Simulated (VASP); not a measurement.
# HfO3 (P-6m2) in VASP: notebook

HfO3 is run at these levels: PBE; tasks: single point, relaxation of cell and atoms.

Program: VASP 6.6.1. These are calculated values, not measurements. Logs are shortened: lines on timing, memory, paths and dates and some standing lists are left out, and cuts for length are marked.

## (1) The cell of the first run

It takes space group P-6m2 (No. 187, hexagonal). The conventional cell has a = 3.831 Å, b = 3.831 Å, c = 4.057 Å, α = 90.00°, β = 90.00°, γ = 120.00°. Hf (site symmetry -6m2) has 8 O at 2.03 to 2.34 Å within 2.7 Å. Within 2.7 Å of O (site symmetry -6m2) lie 2 Hf at 2.03 Å and 6 O at 2.55 Å. O (site symmetry 3m) has 1 O at 1.52 Å within 2.0 Å.

## (2) Single point, PBE

INCAR

```
SYSTEM = HfO3
ALGO = Normal ; EDIFF = 1E-6
ENCUT = 520 ; GGA = PE
ISIF = 2 ; ISMEAR = 0
LASPH = .True. ; LCHARG = .True.
LELF = .True. ; LREAL = .False.
LVHAR = .True. ; LWAVE = .False.
NBANDS = 38 ; NELM = 80
PREC = Accurate ; SIGMA = 0.2
```

KPOINTS

```
k-points
0
Gamma
  6 6 4
  0 0 0
```

POSCAR

```
HfO3
1.0
    3.8305977953      0.0000000000      0.0000000000
   -1.9152988977      3.3173950024      0.0000000000
    0.0000000000      0.0000000000      8.1135128972
Hf O
2 6
Direct
    0.0000000000      1.0000000000      0.0000000000
    0.0000000000      1.0000000000      0.5000000000
    0.0000000000      1.0000000000      0.2500000000
    0.0000000000      1.0000000000      0.7500000000
    0.3333333333      0.6666666667      0.0935357833
    0.3333333333      0.6666666667      0.5935357833
    0.3333333333      0.6666666667      0.4064642167
    0.3333333333      0.6666666667      0.9064642167
```

Potentials or basis: VASP PAW PBE potentials, release 64 (Hf_pv, O).

Command:

```console
$ cat potpaw_PBE.64/Hf_pv/POTCAR potpaw_PBE.64/O/POTCAR > POTCAR
$ mpirun -np 1 vasp_std > vasp.out
```

OUTCAR:

```text
SYSTEM = HfO3
   EDIFF = 1E-6
   ENCUT = 520
   GGA = PE
   ISIF = 2
   ISMEAR = 0
   LASPH = .True.
   LREAL = .False.
   NELM = 80
   PREC = Accurate

 ion  position               nearest neighbor table
   1  0.000  0.000  0.000-   3 2.03   4 2.03   5 2.34   8 2.34   5 2.34   8 2.34   5 2.34   8 2.34

   2  0.000  0.000  0.500-   3 2.03   4 2.03   6 2.34   7 2.34   6 2.34   7 2.34   6 2.34   7 2.34

   3  0.000  0.000  0.250-   1 2.03   2 2.03
   4  0.000  0.000  0.750-   1 2.03   2 2.03
   5  0.333  0.667  0.094-   8 1.52   1 2.34   1 2.34   1 2.34
   6  0.333  0.667  0.594-   7 1.52   2 2.34   2 2.34   2 2.34
   7  0.333  0.667  0.406-   6 1.52   2 2.34   2 2.34   2 2.34
   8  0.333  0.667  0.906-   5 1.52   1 2.34   1 2.34   1 2.34

  LATTYP: Found a hexagonal cell.
 ALAT       =     3.8305977953
 C/A-ratio  =     2.1180800833

  Lattice vectors:

 A1 = (   3.8305977953,   0.0000000000,   0.0000000000)
 A2 = (  -1.9152988977,   3.3173950024,   0.0000000000)
 A3 = (   0.0000000000,   0.0000000000,   8.1135128972)

Analysis of symmetry for initial positions (statically):
=====================================================================
 Subroutine PRICEL returns following result:

  LATTYP: Found a hexagonal cell.
 ALAT       =     3.8305977953
 C/A-ratio  =     1.0590400416

  Lattice vectors:

 A1 = (   3.8305977953,   0.0000000000,   0.0000000000)
 A2 = (  -1.9152988977,   3.3173950024,   0.0000000000)
 A3 = (   0.0000000000,   0.0000000000,   4.0567564486)

   2 primitive cells build up your supercell.

 Routine SETGRP: Setting up the symmetry group for a
 hexagonal supercell.

 Subroutine GETGRP returns: Found 12 space group operations
 (whereof 12 operations were pure point group operations)
 out of a pool of 24 trial point group operations.

The static configuration has the point symmetry D_3h.

Analysis of symmetry for dynamics (positions and initial velocities):
=====================================================================
 Subroutine PRICEL returns following result:

  LATTYP: Found a hexagonal cell.
 ALAT       =     3.8305977953
 C/A-ratio  =     1.0590400416

  Lattice vectors:

 A1 = (   3.8305977953,   0.0000000000,   0.0000000000)
[... 111 lines left out ...]
   NELM   =     80;   NELMIN=  2; NELMDL= -5     # of ELM steps
   EDIFF  = 0.1E-05   stopping-criterion for ELM
   LREAL  =      F    real-space projection
   EDIFFG = 0.1E-04   stopping-criterion for IOM
   NSW    =      0    number of steps for IOM
   IBRION =     -1    ionic relax: 0-MD 1-quasi-New 2-CG
   NFREE  =      0    steps in history (QN), initial steepest desc. (CG)
   ISIF   =      2    stress and relaxation
   ISYM   =      2    0-nonsym 1-usesym 2-fastsym
   POTIM  = 0.5000    time-step for ionic-motion
   TEBEG  =    0.0;   TEEND  =   0.0 temperature during run
   PSTRESS=    0.0 pullay stress
   NELECT =      56.0000    total number of electrons
   NUPDOWN=      -1.0000    fix difference up-down
   EMIN   =  10.00;   EMAX   =-10.00  energy-range for DOS
   EFERMI =   0.00;   METHOD = LEGACY
   ISMEAR =     0;   SIGMA  =   0.20  broadening in eV -4-tet -1-fermi 0-gaus
   EFERMI_NEDOS =   21; number of points for ismear=-14 and -15
   IALGO  =     38    algorithm
   IMIX   =      4    mixing-type and parameters
     AMIX     =   0.40;   BMIX     =  1.00
     AMIX_MAG =   1.60;   BMIX_MAG =  1.00
  volume/ion in A,a.u.               =      12.89        86.97
  Fermi-wavevector in a.u.,A,eV,Ry     =   1.335713  2.524132 24.274566  1.784130
  Thomas-Fermi vector in A             =   2.464396
   LORBIT       =      0    0 simple, 1 ext, 2 COOP (PROOUT), +10 PAW based schemes
   GGA     = PE    functional components
   LHFCALC =     F    Hartree Fock is set to
   AEXX    =    0.0000 exact exchange contribution
   IVDW    =     0    specifies the selected vdW correction
   LEPSILON=     F    determine dielectric tensor
   LRPA    =     F    only Hartree local field effects (RPA)
 non-spin polarized calculation
 Gauss-broadening in eV      SIGMA  =   0.20
  energy-cutoff  :      520.00
  volume of cell :      103.10
 maximum number of plane-waves:      2799
   NGX = 15   NGY = 15   NGZ = 31

 number of electron      55.9999995 magnetization

 Free energy of the ion-electron system (eV)
  ---------------------------------------------------
  ext. energy  EPLUGINS =         0.00000000
  ---------------------------------------------------
  free energy    TOTEN  =       -61.84504494 eV

  energy without entropy =      -61.83300807  energy(sigma->0) =      -61.83902650

 E-fermi :   3.3287     XC(G=0): -10.2661

 val. band max:        3.2089431781   @ k =   0.3333   0.3333   0.0000
 cond. band min:       3.4423944801   @ k =   0.3333   0.3333   0.0000
 fundamental gap:      0.2334513020
 Fermi energy:         3.3287235774

 k-point     1 :       0.0000    0.0000    0.0000
  band No.  band energies     occupation
      1     -28.7570      2.00000
      2     -28.7570      2.00000
      3     -28.7532      2.00000
      4     -28.7532      2.00000
      5     -28.2158      2.00000
      6     -28.0908      2.00000
[... 850 lines left out ...]
     37       8.4927      0.00000
     38       8.4927      0.00000

------------------------ aborting loop because EDIFF is reached ----------------------------------------

  FORCE on cell =-STRESS in cart. coord.  units (eV):
  Direction    XX          YY          ZZ          XY          YZ          ZX
  --------------------------------------------------------------------------------------
  -------------------------------------------------------------------------------------
  Total       -0.9638923     -0.9638923     -0.9314548      0.0000000     -0.0000000      0.0000000
  in kB      -14.9784348    -14.9784348    -14.4743705      0.0000000     -0.0000000      0.0000000
  external PRESSURE =     -14.8104134 kB  Pullay stress =       0.0000000 kB

 VOLUME and BASIS-vectors are now :
 -----------------------------------------------------------------------------
  energy-cutoff  :      520.00
  volume of cell :      103.10
      direct lattice vectors                 reciprocal lattice vectors
     3.830597795  0.000000000  0.000000000     0.261055860  0.150720671  0.000000000
    -1.915298898  3.317395002  0.000000000     0.000000000  0.301441342  0.000000000
     0.000000000  0.000000000  8.113512897     0.000000000  0.000000000  0.123251175

 POSITION                                       TOTAL-FORCE (eV/Angst)
 -----------------------------------------------------------------------------------
      0.00000      0.00000      0.00000         0.000000     -0.000000     -0.000000
      0.00000      0.00000      4.05676         0.000000     -0.000000     -0.000000
      0.00000      0.00000      2.02838         0.000000     -0.000000     -0.000000
      0.00000      0.00000      6.08513         0.000000     -0.000000     -0.000000
     -0.00000      2.21160      0.75890        -0.000000     -0.000000      0.150583
     -0.00000      2.21160      4.81566         0.000000      0.000000      0.150583
     -0.00000      2.21160      3.29785         0.000000      0.000000     -0.150583
     -0.00000      2.21160      7.35461        -0.000000      0.000000     -0.150583
 -----------------------------------------------------------------------------------
    total drift:                               -0.000002      0.000001     -0.000000

  FREE ENERGIE OF THE ION-ELECTRON SYSTEM (eV)
  ---------------------------------------------------
  free  energy   TOTEN  =       -61.8450449370 eV

  energy  without entropy=      -61.8330080726  energy(sigma->0) =      -61.83902650
```

OSZICAR:

```text
N       E                     dE             d eps       ncg     rms          rms(c)
DAV:   1     0.345578466018E+03    0.34558E+03   -0.31190E+04  1596   0.143E+03
DAV:   2    -0.524237746825E+02   -0.39800E+03   -0.38251E+03  2028   0.360E+02
DAV:   3    -0.761229543268E+02   -0.23699E+02   -0.23553E+02  2086   0.814E+01
DAV:   4    -0.763899610138E+02   -0.26701E+00   -0.26660E+00  1980   0.949E+00
DAV:   5    -0.763943917628E+02   -0.44307E-02   -0.44294E-02  1900   0.111E+00    0.635E+01
DAV:   6    -0.625574750377E+02    0.13837E+02   -0.52842E+01  1790   0.370E+01    0.571E+01
DAV:   7    -0.620453096045E+02    0.51217E+00   -0.35012E+00  1964   0.102E+01    0.370E+01
DAV:   8    -0.618813908464E+02    0.16392E+00   -0.10708E+00  1848   0.582E+00    0.615E+00
DAV:   9    -0.618444398587E+02    0.36951E-01   -0.17314E-01  1818   0.230E+00    0.216E+00
DAV:  10    -0.618442322501E+02    0.20761E-03   -0.10348E-02  1976   0.522E-01    0.727E-01
DAV:  11    -0.618451310427E+02   -0.89879E-03   -0.48583E-03  1914   0.327E-01    0.416E-01
DAV:  12    -0.618451600551E+02   -0.29012E-04   -0.48225E-03  1878   0.260E-01    0.112E-01
DAV:  13    -0.618450339113E+02    0.12614E-03   -0.96344E-04  1976   0.122E-01    0.114E-01
DAV:  14    -0.618450394150E+02   -0.55037E-05   -0.90252E-05  1968   0.494E-02    0.341E-02
DAV:  15    -0.618450443824E+02   -0.49674E-05   -0.21582E-05  1794   0.204E-02    0.820E-03
DAV:  16    -0.618450449370E+02   -0.55456E-06   -0.49418E-06  1802   0.949E-03
   1 F= -.61845045E+02 E0= -.61839027E+02  d E =-.120369E-01
```

stdout:

```text
POSCAR found type information on POSCAR HfO
 POSCAR found :  2 types and       8 ions
 scaLAPACK will be used
 LDA part: xc-table for (Slater+PW92), standard interpolation
 POSCAR, INCAR and KPOINTS ok, starting setup
 FFT: planning ... GRIDC
 FFT: planning ... GRID_SOFT
 FFT: planning ... GRID
 WAVECAR not read
 entering main loop
```

Run time: 55 s. Hardware: 1 thread of Intel Xeon Platinum 8559C (Emerald Rapids), shared host; peak memory 0.23 GiB.

What came out:

```yaml
Free_energy: -61.8450 eV
Pressure: -1.5 GPa
Largest_force: 0.151 eV/Å
Band_gap_on_the_k_mesh: 0.23 eV
```

Forces on the atoms (eV/Å):
```
Hf   0.000  0.000  0.000
Hf   0.000  0.000  0.000
O    0.000  0.000  0.000
O    0.000  0.000  0.000
O    0.000  0.000  0.151
O    0.000  0.000  0.151
O    0.000  0.000 -0.151
O    0.000  0.000 -0.151
```

Caveat: spin-orbit coupling is left out, which moves the levels of the heavy elements. A k mesh can miss the band edges.

## (3) Single point, PBE

This run uses another cell than the first one: it holds 4 atoms, not 8.

INCAR

```
ALGO     = Normal         # electronic algorithm
EDIFF    = 1E-6           # SCF threshold, eV
ENCUT    = 520            # plane-wave cutoff, eV
GGA      = PE             # functional
ISIF     = 2              # what is computed and relaxed
ISMEAR   = 0              # smearing method
LASPH    = T              # aspherical terms in the spheres
LCHARG   = F              # write CHGCAR
LREAL    = F              # projectors in reciprocal space
LWAVE    = F              # write WAVECAR
NBANDS   = 22             # bands
NELM     = 80             # most SCF steps
PREC     = Accurate       # precision mode
SIGMA    = 0.01           # smearing width, eV
```

KPOINTS

```
k-points
0
Gamma
  12 12 10
```

POSCAR

```
HfO3
1.0
    3.8305977953      0.0000000000      0.0000000000
   -1.9152988977      3.3173950024      0.0000000000
    0.0000000000      0.0000000000      4.0567564486
Hf O
1 3
Direct
    0.0000000000      0.0000000000      0.0000000000
    0.0000000000      0.0000000000      0.5000000000
    0.3333333333      0.6666666667      0.1870715667
    0.3333333333      0.6666666667      0.8129284333
```

Potentials or basis: VASP PAW PBE potentials, release 64 (Hf_pv, O).

Command:

```console
$ cat potpaw_PBE.64/Hf_pv/POTCAR potpaw_PBE.64/O/POTCAR > POTCAR
$ mpirun -np 1 vasp_std > vasp.out
```

Run time: 56 s. Hardware: 1 thread of Intel Xeon Platinum 8559C (Emerald Rapids), shared host; peak memory 0.24 GiB.

It converged, with:

```yaml
Free_energy: -30.9210 eV
Pressure: -1.5 GPa
Largest_force: 0.166 eV/Å
Band_gap_on_the_k_mesh: 0.22 eV, direct
```

Forces in eV/Å, atoms in the order of the input:
```
Hf   0.000  0.000  0.000
O    0.000  0.000  0.000
O    0.000  0.000  0.166
O    0.000  0.000 -0.166
```

Stress tensor (GPa, compression positive):
```
-1.43  0.00  0.00
 0.00 -1.43  0.00
 0.00  0.00 -1.54
```

Levels at points of the mesh, in eV from the valence-band top:
| k point | band 12 | band 13 | band 14 | band 15 | band 16 | band 17 |
| --- | --- | --- | --- | --- | --- | --- |
| (0.00, 0.00, 0.00) | -1.32 | -1.09 | -1.09 | 0.28 | 3.61 | 3.61 |
| (0.50, 0.00, 0.00) | -1.15 | -0.95 | -0.87 | 1.05 | 3.14 | 3.18 |
| (0.00, 0.00, 0.50) | -3.79 | -0.87 | -0.87 | 0.61 | 1.72 | 4.21 |
| (0.50, 0.00, 0.50) | -3.80 | -1.27 | -0.16 | 1.04 | 1.83 | 3.12 |

Caveat: spin-orbit coupling is left out, which moves the levels of the heavy elements. A k mesh can miss the band edges.

## (4) Single point, PBE

This run uses another cell than the first one: it holds 4 atoms, not 8.

INCAR

```
SYSTEM = HfO3
ALGO = Normal
EDIFF = 1E-6
ENCUT = 520
GGA = PE
ISIF = 2
ISMEAR = 0
LASPH = .True.
LCHARG = .False.
LREAL = .False.
LWAVE = .False.
NBANDS = 22
NELM = 80
PREC = Accurate
SIGMA = 0.01
```

KPOINTS

```
k-points
0
Gamma
  12 12 10
  0 0 0
```

POSCAR is that of step 3.

Command:

```console
$ cat potpaw_PBE.64/Hf_pv/POTCAR potpaw_PBE.64/O/POTCAR > POTCAR
$ mpirun -np 1 vasp_std > vasp.out
```

Wall time 57 s (1 thread of Intel Xeon Platinum 8559C (Emerald Rapids), shared host); peak memory 0.24 GiB.

It converged, with:

```
Free energy            : -30.9210 eV
Pressure               : -1.5 GPa
Largest force          : 0.166 eV/Å
Band gap on the k mesh : 0.22 eV, direct
```

Forces on the atoms (eV/Å):
```
Hf   0.000  0.000  0.000
O    0.000  0.000  0.000
O    0.000  0.000  0.166
O    0.000  0.000 -0.166
```

Stress tensor (GPa, compression positive):
```
-1.43  0.00  0.00
 0.00 -1.43  0.00
 0.00  0.00 -1.54
```

Levels at points of the mesh, in eV from the valence-band top:
```csv
k point,band 11,band 12,band 13,band 14,band 15,band 16,band 17,band 18
"(0.00, 0.00, 0.00)",-2.64,-1.32,-1.09,-1.09,0.28,3.61,3.61,3.73
"(0.50, 0.00, 0.00)",-2.95,-1.15,-0.95,-0.87,1.05,3.14,3.18,3.80
"(0.00, 0.00, 0.50)",-3.79,-3.79,-0.87,-0.87,0.61,1.72,4.21,4.21
"(0.50, 0.00, 0.50)",-4.46,-3.80,-1.27,-0.16,1.04,1.83,3.12,5.54
```

Caveat: spin-orbit coupling is left out, which moves the levels of the heavy elements. A k mesh can miss the band edges.

## (5) Relaxation of cell and atoms, PBE

This run uses another cell than the first one: it holds 4 atoms, not 8.

INCAR

```
PREC = Accurate ; ENCUT = 600
EDIFF = 1E-7 ; ISMEAR = 0
SIGMA = 0.01 ; LREAL = False
LASPH = True ; NELM = 60
ALGO = Normal ; ISIF = 3
LWAVE = False ; LCHARG = False
GGA = PE ; IBRION = 2
NSW = 100 ; EDIFFG = -0.01
```

KPOINTS

```
regular mesh
0
Gamma
  12 12 10
```

POSCAR

```
HfO3
1.0
    3.8280060681      0.0000000000      0.0000000000
   -1.9140030341      3.3151505009      0.0000000000
    0.0000000000      0.0000000000      4.0576493010
Hf O
1 3
Direct
    0.0000000000      0.0000000000      0.0000000000
    0.0000000000      0.0000000000      0.5000000000
    0.3333333333      0.6666666667      0.1870549886
    0.3333333333      0.6666666667      0.8129450114
```

Command:

```console
$ cat potpaw_PBE.64/Hf_pv/POTCAR potpaw_PBE.64/O/POTCAR > POTCAR
$ mpirun -np 1 vasp_std > vasp.out
```

Wall time 3.2 min (1 thread of Intel Xeon Platinum 8559C (Emerald Rapids), shared host); peak memory 0.27 GiB.

It converged, with:

- Free energy: -30.9328 eV
- Relaxed volume: 12.70 Å³/atom
- Relaxed cell: a = 3.809 Å, b = 3.809 Å, c = 4.045 Å, α = 90.00°, β = 90.00°, γ = 120.00°
- Space group after relaxing (to 0.05 Å): P-6m2 (No. 187)
- Energy gained by relaxing: 1.0 meV/atom
- Ionic steps: 6
- Pressure after relaxing: 0.0 GPa
- Largest force after relaxing: 0.006 eV/Å
- Band gap on the k mesh: 0.21 eV, direct

Forces in eV/Å, atoms in the order of the input:
```
Hf   0.000  0.000  0.000
O    0.000  0.000  0.000
O    0.000  0.000 -0.006
O    0.000  0.000  0.006
```

The path:
```tsv
step	energy change (eV)	largest force (eV/Å)	pressure (GPa)	volume (Å³)
1	0.0000	0.1490	-1.57	51.49
2	-0.0026	0.0366	1.09	50.56
3	-0.0037	0.0765	0.13	50.88
4	-0.0032	0.2002	-0.45	50.82
5	-0.0040	0.0302	-0.09	50.86
6	-0.0041	0.0063	-0.03	50.82
```

Final structure:
```
Hf O
1.0
     3.80880    0.00000    0.00000
    -1.90440    3.29852    0.00000
     0.00000    0.00000    4.04474
Hf O
1 3
Direct
  0.00000 0.00000 0.00000
  0.00000 0.00000 0.50000
  0.33333 0.66667 0.18842
  0.33333 0.66667 0.81158
```

Levels at points of the mesh, in eV from the valence-band top:
```tsv
k point	band 12	band 13	band 14	band 15	band 16	band 17
(0.00, 0.00, 0.00)	-1.30	-1.10	-1.10	0.30	3.60	3.66
(0.50, 0.00, 0.00)	-1.15	-0.95	-0.86	1.07	3.18	3.21
(0.00, 0.00, 0.50)	-3.87	-0.89	-0.89	0.64	1.57	4.29
(0.50, 0.00, 0.50)	-3.88	-1.29	-0.16	1.05	1.67	3.18
```

Caveat: spin-orbit coupling is left out, which moves the levels of the heavy elements.

## (6) Summary

```tsv
task	cell	k mesh	cutoff (eV)	smearing	gap on the mesh (eV)	pressure (GPa)	largest force (eV/Å)
single point	a = 3.831, b = 3.831, c = 8.114 Å, angles 90.0, 90.0, 120.0°, 8 atoms	6 × 6 × 4	520	gaussian 0.2 eV	0.23	-1.5	0.15
single point	a = 3.831, b = 3.831, c = 4.057 Å, angles 90.0, 90.0, 120.0°, 4 atoms	12 × 12 × 10	520	gaussian 0.01 eV	0.22	-1.5	0.17
relaxation of cell and atoms	relaxed from a = 3.828, b = 3.828, c = 4.058 Å, angles 90.0, 90.0, 120.0°, 4 atoms	12 × 12 × 10	600	gaussian 0.01 eV	0.21	0.0	0.01
```

Alike in all rows: level PBE; potentials or basis VASP PAW PBE potentials, release 64 (Hf_pv, O); no spin polarisation.

Caveats: spin-orbit coupling is left out, which moves the levels of the heavy elements.

Total energies depend on the potentials used, so only differences within one code and one set of settings carry meaning.
